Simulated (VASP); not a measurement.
# Ca8CO in VASP: single point with PBE

Aim: the single point of Ca8CO with PBE.

All numbers are computed with VASP 6.6.1; they aren't measurements. Logs are shortened: lines on timing, memory, paths and dates and some standing lists are left out, and cuts for length are marked.

## (1) The cell of the first run

The cell holds a slab with vacuum, 10 atoms: a = 7.813 Å, b = 7.813 Å, c = 21.148 Å, α = 90.00°, β = 90.00°, γ = 120.00°.

## (2) Single point, PBE

Contents of INCAR:

```
ALGO     = Normal         # electronic algorithm
DIPOL    = 0.5 0.5 0.296
EDIFF    = 1E-7           # SCF threshold, eV
ENCUT    = 520            # plane-wave cutoff, eV
GGA      = PE             # functional
IDIPOL   = 3            
ISIF     = 2              # what is computed and relaxed
ISMEAR   = 0              # smearing method
LASPH    = T              # aspherical terms in the spheres
LCHARG   = F              # write CHGCAR
LDIPOL   = T            
LREAL    = F              # projectors in reciprocal space
LWAVE    = F              # write WAVECAR
NBANDS   = 56             # bands
NELM     = 100            # most SCF steps
PREC     = Accurate       # precision mode
SIGMA    = 0.1            # smearing width, eV
```

Contents of KPOINTS:

```
k-points
0
Gamma
  6 6 1
```

Contents of POSCAR:

```
Ca8CO
1.0
    7.8132359319      0.0000000000      0.0000000000
   -3.9066179659      6.7664608028      0.0000000000
    0.0000000000      0.0000000000     21.1477493937
Ca C O
8 1 1
Direct
    0.3333333333      0.1666666667      0.1891454228
    0.3333333333      0.6666666667      0.1891454228
    0.8333333333      0.1666666667      0.1891454228
    0.8333333333      0.6666666667      0.1891454228
    0.1666666667      0.3333333333      0.3308980669
    0.1666666667      0.8333333333      0.3308980669
    0.6666666667      0.3333333333      0.3308980669
    0.6666666667      0.8333333333      0.3308980669
    0.3888888889      0.1111111111      0.4141220529
    0.3888888889      0.1111111111      0.4685013620
```

Potentials or basis: VASP PAW PBE potentials, release 64 (Ca_sv, C, O).

The run is started by

```
cat potpaw_PBE.64/Ca_sv/POTCAR potpaw_PBE.64/C/POTCAR potpaw_PBE.64/O/POTCAR > POTCAR
mpirun -np 1 vasp_std > vasp.out
```

OUTCAR:

```text
EDIFF = 1E-7
   ENCUT = 520
   GGA = PE
   ISIF = 2
   ISMEAR = 0
   LASPH = T
   LREAL = F
   NELM = 100
   PREC = Accurate

 ion  position               nearest neighbor table
   1  0.333  0.167  0.189-
   2  0.333  0.667  0.189-
   3  0.833  0.167  0.189-
   4  0.833  0.667  0.189-
   5  0.167  0.333  0.331-
   6  0.167  0.833  0.331-
   7  0.667  0.333  0.331-
   8  0.667  0.833  0.331-
   9  0.389  0.111  0.414-  10 1.15
  10  0.389  0.111  0.469-   9 1.15

  LATTYP: Found a hexagonal cell.
 ALAT       =     7.8132359319
 C/A-ratio  =     2.7066569572

  Lattice vectors:

 A1 = (   7.8132359319,   0.0000000000,   0.0000000000)
 A2 = (  -3.9066179659,   6.7664608028,   0.0000000000)
 A3 = (   0.0000000000,   0.0000000000,  21.1477493937)

Analysis of symmetry for initial positions (statically):
=====================================================================
 Subroutine PRICEL returns:
 Original cell was already a primitive cell.

 Routine SETGRP: Setting up the symmetry group for a
 hexagonal supercell.

 Subroutine GETGRP returns: Found  2 space group operations
 (whereof  1 operations were pure point group operations)
 out of a pool of 24 trial point group operations.

The static configuration has the point symmetry C_1 .
 The point group associated with its full space group is C_1h.

Analysis of symmetry for dynamics (positions and initial velocities):
=====================================================================
 Subroutine PRICEL returns:
 Original cell was already a primitive cell.

 Routine SETGRP: Setting up the symmetry group for a
 hexagonal supercell.

 Subroutine GETGRP returns: Found  2 space group operations
 (whereof  1 operations were pure point group operations)
 out of a pool of 24 trial point group operations.

The dynamic configuration has the point symmetry C_1 .
 The point group associated with its full space group is C_1h.

 Subroutine INISYM returns: Found  2 space group operations
 (whereof  1 operations are pure point group operations),
 and found     1 'primitive' translations

----------------------------------------------------------------------------------------

                                     Primitive cell

  volume of cell :    1118.0383

  direct lattice vectors                    reciprocal lattice vectors
     7.813235932  0.000000000  0.000000000     0.127987944  0.073893874  0.000000000
    -3.906617966  6.766460803  0.000000000     0.000000000  0.147787747  0.000000000
     0.000000000  0.000000000 21.147749394     0.000000000  0.000000000  0.047286356

  length of vectors
     7.813235932  7.813235932 21.147749394     0.147787747  0.147787747  0.047286356

  position of ions in fractional coordinates (direct lattice)
     0.333333333  0.166666667  0.189145423
     0.333333333  0.666666667  0.189145423
     0.833333333  0.166666667  0.189145423
     0.833333333  0.666666667  0.189145423
     0.166666667  0.333333333  0.330898067
     0.166666667  0.833333333  0.330898067
     0.666666667  0.333333333  0.330898067
     0.666666667  0.833333333  0.330898067
     0.388888889  0.111111111  0.414122053
     0.388888889  0.111111111  0.468501362

  ion indices of the primitive-cell ions
   primitive index   ion index
                 1           1
                 2           2
                 3           3
                 4           4
                 5           5
                 6           6
                 7           7
                 8           8
                 9           9
                10          10

----------------------------------------------------------------------------------------

 KPOINTS: k-points

Automatic generation of k-mesh.
 Grid dimensions read from file:
 generate k-points for:    6    6    1

 Generating k-lattice:

  Cartesian coordinates                     Fractional coordinates (reciprocal lattice)
     0.021331324  0.012315646  0.000000000     0.166666667  0.000000000  0.000000000
     0.000000000  0.024631291  0.000000000     0.000000000  0.166666667  0.000000000
     0.000000000  0.000000000  0.047286356     0.000000000  0.000000000  1.000000000

  Length of vectors
     0.024631291  0.024631291  0.047286356

  Shift w.r.t. Gamma in fractional coordinates (k-lattice)
     0.000000000  0.000000000  0.000000000

 Subroutine IBZKPT returns following result:
 ===========================================

 Found     13 irreducible k-points:

 Following reciprocal coordinates:
            Coordinates               Weight
  0.000000  0.000000  0.000000      1.000000
  0.166667  0.000000  0.000000      4.000000
 -0.166667  0.166667  0.000000      2.000000
  0.333333  0.000000  0.000000      4.000000
 -0.333333  0.333333  0.000000      2.000000
  0.500000  0.000000  0.000000      2.000000
  0.500000  0.500000  0.000000      1.000000
  0.166667  0.166667  0.000000      2.000000
 -0.166667  0.333333  0.000000      4.000000
  0.333333  0.166667  0.000000      4.000000
 -0.166667  0.500000  0.000000      4.000000
  0.500000  0.333333  0.000000      4.000000
  0.333333  0.333333  0.000000      2.000000
   k-points           NKPTS =     13   k-points in BZ     NKDIM =     13   number of bands    NBANDS=     56
   number of dos      NEDOS =    301   number of ions     NIONS =     10
   total plane-waves  NPLWV = 576000
   dimension x,y,z NGX =    60 NGY =   60 NGZ =  160
   dimension x,y,z NGXF=   120 NGYF=  120 NGZF=  320
   ions per type =               8   1   1
   NGX,Y,Z   is equivalent  to a cutoff of  12.77, 12.77, 12.58 a.u.
   NGXF,Y,Z  is equivalent  to a cutoff of  25.53, 25.53, 25.16 a.u.
 SYSTEM =  unknown system
   PREC   = accura    normal or accurate (medium, high low for compatibility)
   ISTART =      0    job   : 0-new  1-cont  2-samecut
   ICHARG =      2    charge: 1-file 2-atom 10-const
   ISPIN  =      1    spin polarized calculation?
   LNONCOLLINEAR =      F non collinear calculations
   LSORBIT =      F    spin-orbit coupling
   LASPH  =      T    aspherical Exc in radial PAW
   ENCUT  =  520.0 eV  38.22 Ry    6.18 a.u.  14.53 14.53 39.32*2*pi/ulx,y,z
   NELM   =    100;   NELMIN=  2; NELMDL= -5     # of ELM steps
   EDIFF  = 0.1E-06   stopping-criterion for ELM
   LREAL  =      F    real-space projection
   EDIFFG = 0.1E-05   stopping-criterion for IOM
   NSW    =      0    number of steps for IOM
   IBRION =     -1    ionic relax: 0-MD 1-quasi-New 2-CG
   NFREE  =      0    steps in history (QN), initial steepest desc. (CG)
   ISIF   =      2    stress and relaxation
   ISYM   =      2    0-nonsym 1-usesym 2-fastsym
   POTIM  = 0.5000    time-step for ionic-motion
   TEBEG  =    0.0;   TEEND  =   0.0 temperature during run
   PSTRESS=    0.0 pullay stress
   NELECT =      90.0000    total number of electrons
   NUPDOWN=      -1.0000    fix difference up-down
   EMIN   =  10.00;   EMAX   =-10.00  energy-range for DOS
   EFERMI =   0.00;   METHOD = LEGACY
   ISMEAR =     0;   SIGMA  =   0.10  broadening in eV -4-tet -1-fermi 0-gaus
   EFERMI_NEDOS =   21; number of points for ismear=-14 and -15
   IALGO  =     38    algorithm
   IMIX   =      4    mixing-type and parameters
     AMIX     =   0.40;   BMIX     =  1.00
     AMIX_MAG =   1.60;   BMIX_MAG =  1.00
  volume/ion in A,a.u.               =     111.80       754.49
  Fermi-wavevector in a.u.,A,eV,Ry     =   0.706865  1.335782  6.798271  0.499659
  Thomas-Fermi vector in A             =   1.792761
   LORBIT       =      0    0 simple, 1 ext, 2 COOP (PROOUT), +10 PAW based schemes
   GGA     = PE    functional components
   LHFCALC =     F    Hartree Fock is set to
   AEXX    =    0.0000 exact exchange contribution
   IVDW    =     0    specifies the selected vdW correction
   LEPSILON=     F    determine dielectric tensor
   LRPA    =     F    only Hartree local field effects (RPA)
 non-spin polarized calculation
 Gauss-broadening in eV      SIGMA  =   0.10
  energy-cutoff  :      520.00
  volume of cell :     1118.04
 maximum number of plane-waves:     30137
 NGX is ok and might be reduce to    60
   NGX = 29   NGY = 29   NGZ = 79

 dipolmoment           0.000000      0.000000     -0.195039 electrons x Angstroem

 number of electron      89.9999989 magnetization

 dipolmoment           0.000000      0.000000      0.123416 electrons x Angstroem

 Free energy of the ion-electron system (eV)
  ---------------------------------------------------
  ext. energy  EPLUGINS =         0.00000000
  ---------------------------------------------------
  free energy    TOTEN  =       -27.89715896 eV

  energy without entropy =      -27.84946926  energy(sigma->0) =      -27.87331411

 E-fermi :  -1.2144     XC(G=0):  -3.1944

 val. band max:       -1.2244037200   @ k =   0.0000   0.0000   0.0000
 cond. band min:      -1.1977152552   @ k =   0.5000   0.5000   0.0000
 fundamental gap:      0.0266884648
 Fermi energy:        -1.2143654039

 k-point     1 :       0.0000    0.0000    0.0000
  band No.  band energies     occupation
      1     -43.6263      2.00000
      2     -43.6143      2.00000
      3     -43.5850      2.00000
      4     -43.5676      2.00000
      5     -43.5632      2.00000
      6     -43.5563      2.00000
[... 48 lines left out ...]
     55      -0.5477      0.00000
     56      -0.4169      0.00000

 k-point     2 :       0.1667    0.0000    0.0000
  band No.  band energies     occupation
      1     -43.6261      2.00000
      2     -43.6144      2.00000
      3     -43.5849      2.00000
      4     -43.5673      2.00000
      5     -43.5635      2.00000
      6     -43.5564      2.00000
[... 48 lines left out ...]
     55      -0.5086      0.00000
     56      -0.4032      0.00000

 k-point     3 :      -0.1667    0.1667    0.0000
  band No.  band energies     occupation
      1     -43.6263      2.00000
      2     -43.6143      2.00000
      3     -43.5849      2.00000
      4     -43.5675      2.00000
      5     -43.5632      2.00000
      6     -43.5565      2.00000
[... 523 lines left out ...]
 k-point    12 :       0.5000    0.3333    0.0000
  band No.  band energies     occupation
      1     -43.6261      2.00000
      2     -43.6144      2.00000
      3     -43.5844      2.00000
      4     -43.5672      2.00000
      5     -43.5636      2.00000
      6     -43.5570      2.00000
[... 48 lines left out ...]
     55      -0.3341      0.00000
     56      -0.2893      0.00000

 k-point    13 :       0.3333    0.3333    0.0000
  band No.  band energies     occupation
      1     -43.6259      2.00000
      2     -43.6146      2.00000
      3     -43.5844      2.00000
      4     -43.5664      2.00000
      5     -43.5645      2.00000
      6     -43.5569      2.00000
[... 48 lines left out ...]
     55      -0.2571      0.00000
     56      -0.2120      0.00000

------------------------ aborting loop because EDIFF is reached ----------------------------------------

 vacuum level on the upper side and lower side of the slab       (xc-potential included)         0.137        -0.305

  FORCE on cell =-STRESS in cart. coord.  units (eV):
  Direction    XX          YY          ZZ          XY          YZ          ZX
  --------------------------------------------------------------------------------------
  -------------------------------------------------------------------------------------
  Total        0.1312184     -0.0843725      4.6567500     -0.1867072      0.0599548     -0.1038474
  in kB        0.1880393     -0.1209079      6.6732415     -0.2675561      0.0859167     -0.1488160
  external PRESSURE =       2.2467910 kB  Pullay stress =       0.0000000 kB

 VOLUME and BASIS-vectors are now :
 -----------------------------------------------------------------------------
  energy-cutoff  :      520.00
  volume of cell :     1118.04
      direct lattice vectors                 reciprocal lattice vectors
     7.813235932  0.000000000  0.000000000     0.127987944  0.073893874  0.000000000
    -3.906617966  6.766460803  0.000000000     0.000000000  0.147787747  0.000000000
     0.000000000  0.000000000 21.147749394     0.000000000  0.000000000  0.047286356

 POSITION                                       TOTAL-FORCE (eV/Angst)
 -----------------------------------------------------------------------------------
      1.95331      1.12774      4.00000        -0.008962      0.005174     -0.161502
     -0.00000      4.51097      4.00000        -0.005228      0.020194     -0.015934
      5.85993      1.12774      4.00000        -0.020103     -0.005569     -0.015934
      3.90662      4.51097      4.00000         0.028666     -0.016551      0.006477
      0.00000      2.25549      6.99775         0.135356     -0.078148      0.059868
     -1.95331      5.63872      6.99775         0.109384      0.279649     -0.022039
      3.90662      2.25549      6.99775        -0.187491     -0.234554     -0.022039
      1.95331      5.63872      6.99775        -0.075423      0.043546      0.018995
      2.60441      0.75183      8.75775         0.165068     -0.095302     -3.272305
      2.60441      0.75183      9.90775        -0.141268      0.081561      3.424412
 -----------------------------------------------------------------------------------
    total drift:                                0.000058     -0.000033     -0.001740

  FREE ENERGIE OF THE ION-ELECTRON SYSTEM (eV)
  ---------------------------------------------------
  free  energy   TOTEN  =       -27.8971589631 eV

  energy  without entropy=      -27.8494692568  energy(sigma->0) =      -27.87331411

 vacuum level on the upper side and lower side of the slab         1.904         1.455
```

It took 1.6 h on 1 thread of Intel Xeon 8259CL, shared host; peak memory 1.4 GiB.

What came out:

| Item | Value |
| --- | --- |
| Free energy | -27.8972 eV |
| Largest force | 3.428 eV/Å |
| Band gap on the k mesh | zero (bands 45 and 46 overlap by 0.13 eV) |

Forces in eV/Å, atoms in the order of the input:
```
Ca  -0.009  0.005 -0.162
Ca  -0.005  0.020 -0.016
Ca  -0.020 -0.006 -0.016
Ca   0.029 -0.017  0.006
Ca   0.135 -0.078  0.060
Ca   0.109  0.280 -0.022
Ca  -0.187 -0.235 -0.022
Ca  -0.075  0.044  0.019
C    0.165 -0.095 -3.272
O   -0.141  0.082  3.424
```

Levels at points of the mesh, in eV from the Fermi level:
| k point | band 42 | band 43 | band 44 | band 45 | band 46 | band 47 | band 48 | band 49 |
| --- | --- | --- | --- | --- | --- | --- | --- | --- |
| (0.00, 0.00, 0.00) | -0.79 | -0.70 | -0.68 | -0.63 | -0.01 | 0.07 | 0.21 | 0.24 |
| (0.50, 0.00, 0.00) | -1.28 | -0.92 | -0.20 | 0.11 | 0.21 | 0.30 | 0.31 | 0.33 |
| (0.50, 0.50, 0.00) | -1.27 | -0.92 | -0.09 | 0.02 | 0.16 | 0.25 | 0.30 | 0.32 |

The gap in the log of VASP goes by the Fermi energy; the results here count the filled bands.